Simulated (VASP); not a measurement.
# AlNi (zincblende type) (F-43m) in VASP: further runs

Runs on AlNi (zincblende type). Level: PBE. Tasks: single point.

All numbers are computed with VASP 6.6.1; they aren't measurements. Logs are shortened: lines on timing, memory, paths and dates and some standing lists are left out, and cuts for length are marked.

## Step 1: The cell of the first run

The structure is cubic, space group F-43m (No. 216). Conventional cell: a = 4.775 Å, b = 4.775 Å, c = 4.775 Å, α = 90.00°, β = 90.00°, γ = 90.00°. Within 2.7 Å of Ni (site symmetry -43m) lie 4 Al at 2.07 Å. Within 2.7 Å of Al (site symmetry -43m) lie 4 Ni at 2.07 Å.

## Step 2: Single point, PBE

INCAR reads:

```
ALGO = Normal
EDIFF = 1E-7
ENCUT = 520
GGA = PE
ISIF = 2
ISMEAR = -1
LASPH = T
LCHARG = T
LELF = T
LREAL = F
LVHAR = T
LWAVE = F
NBANDS = 14
NELM = 80
PREC = Accurate
SIGMA = 0.08
```

KPOINTS reads:

```
k-points
0
Gamma
  13 13 13
```

POSCAR reads:

```
AlNi
1.0
    0.0000000000      2.3873949793      2.3873949793
    2.3873949793      0.0000000000      2.3873949793
    2.3873949793      2.3873949793      0.0000000000
Ni Al
1 1
Direct
    0.0000000000      0.0000000000      0.0000000000
    0.2500000000      0.2500000000      0.2500000000
```

Potentials or basis: VASP PAW PBE potentials, release 64 (Ni, Al).

Started as:

```
$ cat potpaw_PBE.64/Ni/POTCAR potpaw_PBE.64/Al/POTCAR > POTCAR
$ mpirun -np 1 vasp_std > vasp.out
```

OUTCAR:

```text
EDIFF = 1E-7
   ENCUT = 520
   GGA = PE
   ISIF = 2
   ISMEAR = -1
   LASPH = T
   LREAL = F
   NELM = 80
   PREC = Accurate

 ion  position               nearest neighbor table
   1  0.000  0.000  0.000-   2 2.07   2 2.07   2 2.07   2 2.07
   2  0.250  0.250  0.250-   1 2.07   1 2.07   1 2.07   1 2.07

  LATTYP: Found a face centered cubic cell.
 ALAT       =     4.7747899586

  Lattice vectors:

 A1 = (   0.0000000000,   2.3873949793,   2.3873949793)
 A2 = (   2.3873949793,   0.0000000000,   2.3873949793)
 A3 = (   2.3873949793,   2.3873949793,   0.0000000000)

Analysis of symmetry for initial positions (statically):
=====================================================================
 Subroutine PRICEL returns:
 Original cell was already a primitive cell.

 Routine SETGRP: Setting up the symmetry group for a
 face centered cubic supercell.

 Subroutine GETGRP returns: Found 24 space group operations
 (whereof 24 operations were pure point group operations)
 out of a pool of 48 trial point group operations.

The static configuration has the point symmetry T_d .

Analysis of symmetry for dynamics (positions and initial velocities):
=====================================================================
 Subroutine PRICEL returns:
 Original cell was already a primitive cell.

 Routine SETGRP: Setting up the symmetry group for a
 face centered cubic supercell.

 Subroutine GETGRP returns: Found 24 space group operations
 (whereof 24 operations were pure point group operations)
 out of a pool of 48 trial point group operations.

The dynamic configuration has the point symmetry T_d .

 Subroutine INISYM returns: Found 24 space group operations
 (whereof 24 operations are pure point group operations),
 and found     1 'primitive' translations

----------------------------------------------------------------------------------------

                                     Primitive cell

  volume of cell :      27.2147

  direct lattice vectors                    reciprocal lattice vectors
     0.000000000  2.387394979  2.387394979    -0.209433296  0.209433296  0.209433296
     2.387394979  0.000000000  2.387394979     0.209433296 -0.209433296  0.209433296
     2.387394979  2.387394979  0.000000000     0.209433296  0.209433296 -0.209433296

  length of vectors
[... 83 lines left out ...]
   LREAL  =      F    real-space projection
   EDIFFG = 0.1E-05   stopping-criterion for IOM
   NSW    =      0    number of steps for IOM
   IBRION =     -1    ionic relax: 0-MD 1-quasi-New 2-CG
   NFREE  =      0    steps in history (QN), initial steepest desc. (CG)
   ISIF   =      2    stress and relaxation
   ISYM   =      2    0-nonsym 1-usesym 2-fastsym
   POTIM  = 0.5000    time-step for ionic-motion
   TEBEG  =    0.0;   TEEND  =   0.0 temperature during run
   PSTRESS=    0.0 pullay stress
   NELECT =      13.0000    total number of electrons
   NUPDOWN=      -1.0000    fix difference up-down
   EMIN   =  10.00;   EMAX   =-10.00  energy-range for DOS
   EFERMI =   0.00;   METHOD = LEGACY
   ISMEAR =    -1;   SIGMA  =   0.08  broadening in eV -4-tet -1-fermi 0-gaus
   EFERMI_NEDOS =   21; number of points for ismear=-14 and -15
   IALGO  =     38    algorithm
   IMIX   =      4    mixing-type and parameters
     AMIX     =   0.40;   BMIX     =  1.00
     AMIX_MAG =   1.60;   BMIX_MAG =  1.00
  volume/ion in A,a.u.               =      13.61        91.83
  Fermi-wavevector in a.u.,A,eV,Ry     =   1.279740  2.418358 22.282723  1.637734
  Thomas-Fermi vector in A             =   2.412208
   LORBIT       =      0    0 simple, 1 ext, 2 COOP (PROOUT), +10 PAW based schemes
   GGA     = PE    functional components
   LHFCALC =     F    Hartree Fock is set to
   AEXX    =    0.0000 exact exchange contribution
   IVDW    =     0    specifies the selected vdW correction
   LEPSILON=     F    determine dielectric tensor
   LRPA    =     F    only Hartree local field effects (RPA)
 non-spin polarized calculation
  energy-cutoff  :      520.00
  volume of cell :       27.21
 maximum number of plane-waves:       748
 NGX is ok and might be reduce to    28
   NGX = 13   NGY = 13   NGZ = 13

 number of electron      12.9999996 magnetization

 Free energy of the ion-electron system (eV)
  ---------------------------------------------------
  ext. energy  EPLUGINS =         0.00000000
  ---------------------------------------------------
  free energy    TOTEN  =        -7.08410962 eV

  energy without entropy =       -7.07322764  energy(sigma->0) =       -7.07866863

 E-fermi :   7.9304     XC(G=0): -11.1695

 val. band max:        7.9272311185   @ k =  -0.4615   0.3846   0.0769
 cond. band min:       7.9526545368   @ k =   0.3846   0.0769   0.0000
 fundamental gap:      0.0254234182
 Fermi energy:         7.9303832082

 k-point     1 :       0.0000    0.0000    0.0000
  band No.  band energies     occupation
      1      -1.7266      2.00000
      2       5.0192      2.00000
      3       5.0192      2.00000
      4       5.0192      2.00000
      5       5.7853      2.00000
      6       5.7853      2.00000
      7      16.2533      0.00000
      8      16.2533      0.00000
      9      16.2533      0.00000
     10      18.0961      0.00000
     11      18.0961      0.00000
     12      18.0961      0.00000
     13      21.7617      0.00000
     14      23.0882      0.00000
[... 377 lines left out ...]
      1       1.6773      2.00000
      2       4.1855      2.00000
      3       5.0346      2.00000
      4       5.2776      2.00000
      5       5.9930      2.00000
      6       6.0294      2.00000
      7       7.2353      1.99966
      8      12.4649      0.00000
      9      12.7173      0.00000
     10      16.0224      0.00000
     11      19.7369      0.00000
     12      20.5815      0.00000
     13      22.1522      0.00000
     14      23.4847      0.00000

 [... further k-points ...]
[... 5 lines left out ...]
  --------------------------------------------------------------------------------------
  -------------------------------------------------------------------------------------
  Total        7.7965735      7.7965735      7.7965735     -0.0000000      0.0000000      0.0000000
  in kB      458.9987864    458.9987864    458.9987864     -0.0000000      0.0000000      0.0000000
  external PRESSURE =     458.9987864 kB  Pullay stress =       0.0000000 kB

 VOLUME and BASIS-vectors are now :
 -----------------------------------------------------------------------------
  energy-cutoff  :      520.00
  volume of cell :       27.21
      direct lattice vectors                 reciprocal lattice vectors
     0.000000000  2.387394979  2.387394979    -0.209433296  0.209433296  0.209433296
     2.387394979  0.000000000  2.387394979     0.209433296 -0.209433296  0.209433296
     2.387394979  2.387394979  0.000000000     0.209433296  0.209433296 -0.209433296

 POSITION                                       TOTAL-FORCE (eV/Angst)
 -----------------------------------------------------------------------------------
      0.00000      0.00000      0.00000         0.000000      0.000000     -0.000000
      1.19370      1.19370      1.19370        -0.000000     -0.000000      0.000000
 -----------------------------------------------------------------------------------
    total drift:                               -0.000000     -0.000000     -0.000000

  FREE ENERGIE OF THE ION-ELECTRON SYSTEM (eV)
  ---------------------------------------------------
  free  energy   TOTEN  =        -7.0841096211 eV

  energy  without entropy=       -7.0732276359  energy(sigma->0) =       -7.07866863
```

OSZICAR:

```text
N       E                     dE             d eps       ncg     rms          rms(c)
DAV:   1     0.486226599976E+02    0.48623E+02   -0.54287E+03  2368   0.949E+02
DAV:   2    -0.534431921387E+01   -0.53967E+02   -0.49070E+02  2532   0.180E+02
DAV:   3    -0.758949852064E+01   -0.22452E+01   -0.22260E+01  2898   0.414E+01
DAV:   4    -0.762315155980E+01   -0.33653E-01   -0.33645E-01  2762   0.468E+00
DAV:   5    -0.762417337128E+01   -0.10218E-02   -0.10218E-02  2942   0.873E-01    0.785E+00
DAV:   6    -0.818064479094E+01   -0.55647E+00   -0.13673E+01  2838   0.571E+01    0.773E+00
DAV:   7    -0.709763841794E+01    0.10830E+01   -0.46136E+00  2850   0.358E+01    0.143E+00
DAV:   8    -0.709108449186E+01    0.65539E-02   -0.54418E-02  2870   0.232E+00    0.101E+00
DAV:   9    -0.708429192726E+01    0.67926E-02   -0.33143E-02  2928   0.274E+00    0.166E-01
DAV:  10    -0.708412638944E+01    0.16554E-03   -0.10159E-03  3362   0.405E-01    0.785E-02
DAV:  11    -0.708411770991E+01    0.86795E-05   -0.30984E-05  3062   0.465E-02    0.574E-02
DAV:  12    -0.708410875870E+01    0.89512E-05   -0.37114E-05  3094   0.745E-02    0.133E-02
DAV:  13    -0.708410958813E+01   -0.82943E-06   -0.48998E-06  2912   0.305E-02    0.450E-03
DAV:  14    -0.708410962112E+01   -0.32991E-07   -0.85352E-08  1530   0.308E-03
   1 F= -.70841096E+01 E0= -.70786686E+01  d E =-.108820E-01
```

stdout:

```text
POSCAR found type information on POSCAR NiAl
 POSCAR found :  2 types and       2 ions
 scaLAPACK will be used
 LDA part: xc-table for (Slater+PW92), standard interpolation
 POSCAR, INCAR and KPOINTS ok, starting setup
 FFT: planning ... GRIDC
 FFT: planning ... GRID_SOFT
 FFT: planning ... GRID
 WAVECAR not read
 entering main loop
```

Run time: 34 s. Hardware: 1 thread of Intel Xeon 6975P-C, shared host; peak memory 0.18 GiB.

What came out:

| Property | Result |
| --- | --- |
| Free energy | -7.0841 eV |
| Pressure | 45.9 GPa |

## Step 3: Single point, PBE

INCAR reads:

```
  PREC = Accurate
  ENCUT = 520
  EDIFF = 1E-6
  ISMEAR = -1
  SIGMA = 0.08
  LREAL = False
  LASPH = True
  NELM = 60
  ALGO = Normal
  ISIF = 2
  LWAVE = False
  LCHARG = False
  GGA = PE
  NBANDS = 14
```

KPOINTS reads:

```
Automatic mesh
0
Gamma
  13 13 13
```

POSCAR reads:

```
AlNi
1.0
    0.0000000000      2.3868917494      2.3868917494
    2.3868917494      0.0000000000      2.3868917494
    2.3868917494      2.3868917494      0.0000000000
Ni Al
1 1
Direct
    0.0000000000      0.0000000000      0.0000000000
    0.2500000000      0.2500000000      0.2500000000
```

Potentials or basis: VASP PAW PBE potentials, release 64 (Ni, Al).

Started as:

```
$ cat potpaw_PBE.64/Ni/POTCAR potpaw_PBE.64/Al/POTCAR > POTCAR
$ mpirun -np 1 vasp_std > vasp.out
```

Wall time 34 s (1 thread of Intel Xeon 6975P-C, shared host); peak memory 0.17 GiB.

The run converged. Its results:

```
Free energy : -7.0792 eV
Pressure    : 46.0 GPa
```

Levels at points of the mesh, in eV from the Fermi level:
```tsv
k point	band 4	band 5	band 6	band 7	band 8	band 9
(0.00, 0.00, 0.00)	-2.91	-2.15	-2.15	8.33	8.33	8.33
```

Spin polarisation is off, so any magnetic state and its effect on volume and gap are missing.
